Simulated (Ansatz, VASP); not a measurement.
Two plane-wave programs on Rh

File POSCAR:

```
Rh
1.0
    2.7550427377      0.0000000000      0.0000000000
   -1.3775213688      2.3859389592      0.0000000000
    0.0000000000      0.0000000000      4.4675095436
Rh
2
Direct
    0.6666666667      0.3333333333      0.7500000000
    0.3333333333      0.6666666667      0.2500000000
```

Contents of INCAR.step1:

```
PREC = Accurate
ENCUT = 520
ISMEAR = -1
SIGMA = 0.2
LREAL = False
LASPH = True
NELM = 80
NBANDS = 22
GGA = PE
ALGO = Normal
EDIFF = 1E-4
LWAVE = True
LCHARG = False
```

Contents of INCAR.step2:

```
PREC = Accurate
ENCUT = 520
EDIFF = 1E-7
ISMEAR = -1
SIGMA = 0.2
LREAL = False
LASPH = True
NELM = 80
ALGO = Normal
ISIF = 2
LWAVE = False
LCHARG = True
METAGGA = R2SCAN
LMIXTAU = True
LELF = True
LVHAR = True
NBANDS = 22
ISTART = 1
```

File KPOINTS:

```
regular mesh
0
Gamma
  10 10 5
```

Input for Ansatz:

```yaml
crystal:
  lattice:
    - [2.7550427376571003, 0.0, 0.0]
    - [-1.3775213688285501, 2.385938959213472, 0.0]
    - [0.0, 0.0, 4.467509543565713]
  atoms:
    - { symbol: Rh, position: [0.6666666666666666, 0.3333333333333333, 0.75] }
    - { symbol: Rh, position: [0.3333333333333333, 0.6666666666666666, 0.25] }
accuracy: low
basis:
  ecutwfc: 500.0
kpoints:
  mp_grid:
    grid: [10, 10, 5]
hamiltonian:
  xc: r2scan
scf:
  convergence:
    dr2_threshold: 1.0e-07
  mixing:
    algorithm: msr1
  occupations:
    method: fermi_dirac
    width: 0.2
output:
  stress: true
```

Alike in both runs: task single point; functional r2SCAN; k mesh 10 × 10 × 5; occupations fermi-dirac, width 0.2 eV; no spin polarisation.

|  | VASP | Ansatz |
| --- | --- | --- |
| version | VASP 6.6.1 | Ansatz 0.2.0 |
| potentials or method | VASP PAW PBE potentials, release 64 (Rh_pv), cutoff 520 eV | plane waves, PAW |
| valence electrons in the cell | 30 | 34 |

```csv
,VASP,Ansatz,Ansatz less VASP
pressure (GPa),-12.5,-13.4,-0.88
"traceless stress, the component that is largest in VASP (GPa)",-0.79,-0.80,-0.010
```

VASP's potentials were made for PBE, not for r2SCAN. The functional is the same, so the differences come from potentials, cutoffs and numerics. VASP's potentials hold 30 valence electrons a cell and Ansatz's 34, so a difference there can come from the potentials and not from the codes. Ansatz's warnings: stress scf threshold loose, structure snapped to symmetry.
